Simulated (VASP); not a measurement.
# W7C8 (a cell with a defect) in VASP: relaxation of the atoms with PBEsol

Aim: the relaxation of the atoms of W7C8 (a cell with a defect) with PBEsol.

Program: VASP 6.6.1. These are calculated values, not measurements. Logs are shortened: lines on timing, memory, paths and dates and some standing lists are left out, and cuts for length are marked.

### 1 The cell of the first run

The cell holds a defect, 15 atoms: a = 6.202 Å, b = 6.202 Å, c = 6.202 Å, α = 60.00°, β = 60.00°, γ = 60.00°.

### 2 Relaxation of the atoms, PBEsol

INCAR reads:

```
SYSTEM = W7C8
  PREC = Accurate
  ENCUT = 520
  EDIFF = 1E-7
  ISMEAR = -1
  SIGMA = 0.01
  LREAL = .False.
  LASPH = .True.
  NELM = 120
  ALGO = Normal
  ISIF = 2
  LWAVE = .False.
  LCHARG = .False.
  GGA = PS
  IBRION = 2
  NSW = 45
  EDIFFG = -0.05
  ISYM = 0
  GGA_COMPAT = .False.
  NELMIN = 4
  KPAR = 4
```

KPOINTS reads:

```
Automatic mesh
0
Gamma
  3 3 3
  0.5 0.5 0.5
```

POSCAR reads:

```
W7C8
1.0
    0.0000000000      4.3853600000      4.3853600000
    4.3853600000      0.0000000000      4.3853600000
    4.3853600000      4.3853600000      0.0000000000
C W
8 7
Direct
    0.2500000000      0.2500000000      0.2500000000
    0.2500000000      0.2500000000      0.7500000000
    0.2500000000      0.7500000000      0.2500000000
    0.2500000000      0.7500000000      0.7500000000
    0.7500000000      0.2500000000      0.2500000000
    0.7500000000      0.2500000000      0.7500000000
    0.7500000000      0.7500000000      0.2500000000
    0.7500000000      0.7500000000      0.7500000000
    0.0000000000      0.0000000000      0.5000000000
    0.0000000000      0.5000000000      0.0000000000
    0.0000000000      0.5000000000      0.5000000000
    0.5000000000      0.0000000000      0.0000000000
    0.5000000000      0.0000000000      0.5000000000
    0.5000000000      0.5000000000      0.0000000000
    0.5000000000      0.5000000000      0.5000000000
```

Potentials or basis: VASP PAW PBE potentials, release 64 (C, W_sv).

On the command line:

```
cat potpaw_PBE.64/C/POTCAR potpaw_PBE.64/W_sv/POTCAR > POTCAR
mpirun -np 4 vasp_std > vasp.out
```

OUTCAR:

```text
SYSTEM = W7C8
   PREC = Accurate
   ENCUT = 520
   EDIFF = 1E-7
   ISMEAR = -1
   LREAL = .False.
   LASPH = .True.
   NELM = 120
   ISIF = 2
   GGA = PS
   IBRION = 2
   NSW = 45
   EDIFFG = -0.05
   ISYM = 0
   NELMIN = 4

 ion  position               nearest neighbor table
   1  0.250  0.250  0.250-   9 2.19  10 2.19  11 2.19  12 2.19  13 2.19  14 2.19
   2  0.250  0.250  0.750-  10 2.19  11 2.19  12 2.19  13 2.19  15 2.19
   3  0.250  0.750  0.250-   9 2.19  11 2.19  12 2.19  14 2.19  15 2.19
   4  0.250  0.750  0.750-   9 2.19  10 2.19  13 2.19  14 2.19  15 2.19
   5  0.750  0.250  0.250-   9 2.19  10 2.19  13 2.19  14 2.19  15 2.19
   6  0.750  0.250  0.750-   9 2.19  11 2.19  12 2.19  14 2.19  15 2.19
   7  0.750  0.750  0.250-  10 2.19  11 2.19  12 2.19  13 2.19  15 2.19
   8  0.750  0.750  0.750-   9 2.19  10 2.19  11 2.19  12 2.19  13 2.19  14 2.19
   9  0.000  0.000  0.500-   1 2.19   3 2.19   4 2.19   5 2.19   6 2.19   8 2.19  11 3.10  13 3.10
                            10 3.10  12 3.10  10 3.10  11 3.10  15 3.10  12 3.10  13 3.10  15 3.10
  10  0.000  0.500  0.000-   1 2.19   2 2.19   4 2.19   5 2.19   7 2.19   8 2.19  11 3.10  14 3.10
                             9 3.10  11 3.10  15 3.10   9 3.10  12 3.10  12 3.10  14 3.10  15 3.10
  11  0.000  0.500  0.500-   1 2.19   2 2.19   3 2.19   6 2.19   7 2.19   8 2.19   9 3.10  10 3.10
                            15 3.10  10 3.10  14 3.10   9 3.10  13 3.10  13 3.10  14 3.10  15 3.10
  12  0.500  0.000  0.000-   1 2.19   2 2.19   3 2.19   6 2.19   7 2.19   8 2.19  13 3.10  14 3.10
                             9 3.10  13 3.10  15 3.10  10 3.10  14 3.10  15 3.10   9 3.10  10 3.10
  13  0.500  0.000  0.500-   1 2.19   2 2.19   4 2.19   5 2.19   7 2.19   8 2.19   9 3.10  12 3.10
                            15 3.10  12 3.10  14 3.10  11 3.10  14 3.10  15 3.10   9 3.10  11 3.10
  14  0.500  0.500  0.000-   1 2.19   3 2.19   4 2.19   5 2.19   6 2.19   8 2.19  10 3.10  12 3.10
                            15 3.10  11 3.10  13 3.10  15 3.10  12 3.10  13 3.10  10 3.10  11 3.10
  15  0.500  0.500  0.500-   2 2.19   3 2.19   4 2.19   5 2.19   6 2.19   7 2.19  11 3.10  13 3.10
                            14 3.10  10 3.10  12 3.10  14 3.10   9 3.10  12 3.10  13 3.10   9 3.10

IMPORTANT INFORMATION: All symmetrisations will be switched off!
NOSYMM: (Re-)initialisation of all symmetry stuff for point group C_1.

----------------------------------------------------------------------------------------

                                     Primitive cell

  volume of cell :     168.6731

  direct lattice vectors                    reciprocal lattice vectors
     0.000000000  4.385360000  4.385360000    -0.114015725  0.114015725  0.114015725
     4.385360000  0.000000000  4.385360000     0.114015725 -0.114015725  0.114015725
     4.385360000  4.385360000  0.000000000     0.114015725  0.114015725 -0.114015725

  length of vectors
     6.201835588  6.201835588  6.201835588     0.197481029  0.197481029  0.197481029

  position of ions in fractional coordinates (direct lattice)
     0.250000000  0.250000000  0.250000000
     0.250000000  0.250000000  0.750000000
     0.250000000  0.750000000  0.250000000
     0.250000000  0.750000000  0.750000000
     0.750000000  0.250000000  0.250000000
     0.750000000  0.250000000  0.750000000
     0.750000000  0.750000000  0.250000000
     0.750000000  0.750000000  0.750000000
     0.000000000  0.000000000  0.500000000
     0.000000000  0.500000000  0.000000000
     0.000000000  0.500000000  0.500000000
     0.500000000  0.000000000  0.000000000
     0.500000000  0.000000000  0.500000000
     0.500000000  0.500000000  0.000000000
     0.500000000  0.500000000  0.500000000

  ion indices of the primitive-cell ions
   primitive index   ion index
                 1           1
                 2           2
                 3           3
                 4           4
                 5           5
                 6           6
                 7           7
                 8           8
                 9           9
                10          10
                11          11
                12          12
                13          13
                14          14
                15          15

----------------------------------------------------------------------------------------

 KPOINTS: Automatic mesh

Automatic generation of k-mesh.
 Grid dimensions read from file:
 generate k-points for:    3    3    3

 Generating k-lattice:

[... 84 lines left out ...]
  Thomas-Fermi vector in A             =   2.612407
   LORBIT       =      0    0 simple, 1 ext, 2 COOP (PROOUT), +10 PAW based schemes
   GGA     = PS    functional components
   LHFCALC =     F    Hartree Fock is set to
   AEXX    =    0.0000 exact exchange contribution
   IVDW    =     0    specifies the selected vdW correction
   LEPSILON=     F    determine dielectric tensor
   LRPA    =     F    only Hartree local field effects (RPA)
 conjugate gradient relaxation of ions
 non-spin polarized calculation
  energy-cutoff  :      520.00
  volume of cell :      168.67
 maximum number of plane-waves:      4559
 NGX is ok and might be reduce to    48
   NGX = 23   NGY = 23   NGZ = 23

--------------------------------------- Ionic step        1  -------------------------------------------

 number of electron     130.0000009 magnetization

 Free energy of the ion-electron system (eV)
  ---------------------------------------------------
  ext. energy  EPLUGINS =         0.00000000
  ---------------------------------------------------
  free energy    TOTEN  =      -169.25197700 eV

  energy without entropy =     -169.24724455  energy(sigma->0) =     -169.24961077

------------------------ aborting loop because EDIFF is reached ----------------------------------------

  FORCE on cell =-STRESS in cart. coord.  units (eV):
  Direction    XX          YY          ZZ          XY          YZ          ZX
  --------------------------------------------------------------------------------------
  -------------------------------------------------------------------------------------
  Total      -18.8879859    -18.8880211    -18.8878813      0.0000108     -0.0000306      0.0000807
  in kB     -179.4115856   -179.4119194   -179.4105916      0.0001026     -0.0002910      0.0007663
  external PRESSURE =    -179.4113655 kB  Pullay stress =       0.0000000 kB

 VOLUME and BASIS-vectors are now :
 -----------------------------------------------------------------------------
  energy-cutoff  :      520.00
  volume of cell :      168.67
      direct lattice vectors                 reciprocal lattice vectors
     0.000000000  4.385360000  4.385360000    -0.114015725  0.114015725  0.114015725
     4.385360000  0.000000000  4.385360000     0.114015725 -0.114015725  0.114015725
     4.385360000  4.385360000  0.000000000     0.114015725  0.114015725 -0.114015725

 POSITION                                       TOTAL-FORCE (eV/Angst)
 -----------------------------------------------------------------------------------
      2.19268      2.19268      2.19268         0.000001     -0.000004     -0.000000
      4.38536      4.38536      2.19268         0.000003      0.000001     -0.071472
      4.38536      2.19268      4.38536         0.000000     -0.071494     -0.000000
      6.57804      4.38536      4.38536         0.071485      0.000002     -0.000003
      2.19268      4.38536      4.38536        -0.071476      0.000000      0.000002
      4.38536      6.57804      4.38536         0.000000      0.071500      0.000001
      4.38536      4.38536      6.57804        -0.000002      0.000001      0.071480
      6.57804      6.57804      6.57804        -0.000004      0.000006      0.000001
      2.19268      2.19268      0.00000        -0.000009     -0.000009      0.000000
      2.19268      0.00000      2.19268        -0.000002     -0.000001     -0.000009
      4.38536      2.19268      2.19268         0.000001      0.000004      0.000005
      0.00000      2.19268      2.19268        -0.000002     -0.000004     -0.000012
      2.19268      4.38536      2.19268         0.000008      0.000001      0.000009
      2.19268      2.19268      4.38536         0.000010      0.000005      0.000003
      4.38536      4.38536      4.38536        -0.000015     -0.000007     -0.000005
 -----------------------------------------------------------------------------------
    total drift:                                0.000008     -0.000011     -0.000001

  FREE ENERGIE OF THE ION-ELECTRON SYSTEM (eV)
  ---------------------------------------------------
  free  energy   TOTEN  =      -169.2519769979 eV

  energy  without entropy=     -169.2472445475  energy(sigma->0) =     -169.24961077

--------------------------------------- Ionic step        2  -------------------------------------------

 number of electron     130.0000009 magnetization

 Free energy of the ion-electron system (eV)
  ---------------------------------------------------
  ext. energy  EPLUGINS =         0.00000000
  ---------------------------------------------------
  free energy    TOTEN  =      -169.25297268 eV

  energy without entropy =     -169.24851560  energy(sigma->0) =     -169.25074414

 E-fermi :  10.3970     XC(G=0): -13.1832

 val. band max:       10.3308645269   @ k =  -0.3333   0.5000   0.3333
 cond. band min:      10.3999840199   @ k =  -0.3333   0.0000   0.5000
 fundamental gap:      0.0691194929
 Fermi energy:        10.3970210188

 k-point     1 :       0.1667    0.1667    0.1667
  band No.  band energies     occupation
      1     -64.9392      2.00000
      2     -64.9177      2.00000
      3     -64.9152      2.00000
      4     -64.9152      2.00000
      5     -64.9046      2.00000
      6     -64.9046      2.00000
[... 1909 lines left out ...]
     76      12.4753      0.00000
     77      12.4799      0.00000

 [... further k-points ...]

 [bands above 77 left out]

------------------------ aborting loop because EDIFF is reached ----------------------------------------

  FORCE on cell =-STRESS in cart. coord.  units (eV):
  Direction    XX          YY          ZZ          XY          YZ          ZX
  --------------------------------------------------------------------------------------
  -------------------------------------------------------------------------------------
  Total      -19.0377078    -19.0377508    -19.0377019      0.0000137     -0.0000552      0.0000590
  in kB     -180.8337510   -180.8341590   -180.8336944      0.0001300     -0.0005247      0.0005601
  external PRESSURE =    -180.8338681 kB  Pullay stress =       0.0000000 kB

 VOLUME and BASIS-vectors are now :
 -----------------------------------------------------------------------------
  energy-cutoff  :      520.00
  volume of cell :      168.67
      direct lattice vectors                 reciprocal lattice vectors
     0.000000000  4.385360000  4.385360000    -0.114015725  0.114015725  0.114015725
     4.385360000  0.000000000  4.385360000     0.114015725 -0.114015725  0.114015725
     4.385360000  4.385360000  0.000000000     0.114015725  0.114015725 -0.114015725

 POSITION                                       TOTAL-FORCE (eV/Angst)
 -----------------------------------------------------------------------------------
      2.19268      2.19268      2.19268         0.000002     -0.000000     -0.000000
      4.38536      4.38536      2.18923         0.000000     -0.000003     -0.024933
      4.38536      2.18923      4.38536         0.000000     -0.024925     -0.000003
      6.58149      4.38536      4.38536         0.024918     -0.000002     -0.000000
      2.18923      4.38536      4.38536        -0.024934     -0.000000      0.000000
      4.38536      6.58149      4.38536        -0.000001      0.024912      0.000002
      4.38536      4.38536      6.58149        -0.000000      0.000002      0.024924
      6.57804      6.57804      6.57804        -0.000002     -0.000002      0.000000
      2.19268      2.19268      0.00000        -0.000003      0.000000     -0.000001
      2.19268      4.38536      6.57804        -0.000001      0.000001     -0.000003
      4.38536      2.19268      2.19268         0.000002      0.000002      0.000006
      4.38536      2.19268      6.57804         0.000001      0.000001     -0.000001
      2.19268      4.38536      2.19268         0.000003      0.000002      0.000005
      2.19268      2.19268      4.38536         0.000005      0.000005      0.000000
      4.38536      4.38536      4.38536         0.000010      0.000006      0.000005
 -----------------------------------------------------------------------------------
    total drift:                                0.000000     -0.000000      0.000000

  FREE ENERGIE OF THE ION-ELECTRON SYSTEM (eV)
  ---------------------------------------------------
  free  energy   TOTEN  =      -169.2529726751 eV

  energy  without entropy=     -169.2485156047  energy(sigma->0) =     -169.25074414

 reached required accuracy - stopping structural energy minimisation
```

Run time: 7.5 min. Hardware: 4 MPI ranks of Intel Xeon Platinum 8375C at 2.90GHz (Ice Lake), shared host; peak memory 0.69 GiB.

Results:

| Quantity | Value |
| --- | --- |
| Free energy | -169.2530 eV |
| Energy gained by relaxing | 0.1 meV/atom |
| Ionic steps | 2 |
| Pressure after relaxing | -18.1 GPa |
| Largest force after relaxing | 0.025 eV/Å |
| Band gap on the k mesh | zero (bands 65 and 66 overlap by 0.58 eV) |

Forces on the atoms (eV/Å):
```
C    0.000  0.000  0.000
C    0.000  0.000 -0.025
C    0.000 -0.025  0.000
C    0.025  0.000  0.000
C   -0.025  0.000  0.000
C    0.000  0.025  0.000
C    0.000  0.000  0.025
C    0.000  0.000  0.000
W    0.000  0.000  0.000
W    0.000  0.000  0.000
W    0.000  0.000  0.000
W    0.000  0.000  0.000
W    0.000  0.000  0.000
W    0.000  0.000  0.000
W    0.000  0.000  0.000
```

Step by step:
```csv
step,energy change (eV),largest force (eV/Å),pressure (GPa)
1,0.0000,0.0715,-17.94
2,-0.0010,0.0249,-18.08
```

Final structure:
```xyz
15
Lattice="0.0000 4.3854 4.3854 4.3854 0.0000 4.3854 4.3854 4.3854 0.0000" Properties=species:S:1:pos:R:3 pbc="T T T"
C     2.1927    2.1927    2.1927
C     4.3854    4.3854    2.1892
C     4.3854    2.1892    4.3854
C     6.5815    4.3854    4.3854
C     2.1892    4.3854    4.3854
C     4.3854    6.5815    4.3854
C     4.3854    4.3854    6.5815
C     6.5780    6.5780    6.5780
W     2.1927    2.1927    0.0000
W     2.1927    4.3854    6.5780
W     4.3854    2.1927    2.1927
W     4.3854    2.1927    6.5780
W     2.1927    4.3854    2.1927
W     2.1927    2.1927    4.3854
W     4.3854    4.3854    4.3854
```

Levels at points of the mesh, in eV from the Fermi level:
```
           k point  band 61  band 62  band 63  band 64  band 65  band 66  band 67  band 68  band 69  band 70
(0.50, 0.50, 0.50)    -1.19    -1.11    -1.11    -1.02    -1.02    -0.56    -0.46    -0.46     0.98     1.44
(0.50, 0.00, 0.00)    -1.19    -1.11    -1.11    -1.02    -1.02    -0.56    -0.46    -0.46     0.98     1.44
(0.00, 0.00, 0.50)    -1.19    -1.11    -1.11    -1.02    -1.02    -0.56    -0.46    -0.46     0.98     1.44
(0.00, 0.50, 0.00)    -1.19    -1.11    -1.11    -1.02    -1.02    -0.56    -0.46    -0.46     0.98     1.44
```

Caveat: the k points lie up to 0.41 Å⁻¹ apart, too coarse for converged energies and pressures of a metal; the PAW data sets were made with another functional, which shifts forces and pressure a little; spin-orbit coupling is left out, which moves the levels of the heavy elements; the relaxation stopped at a loose force limit of 0.05 eV/Å, so its end isn't a converged minimum.
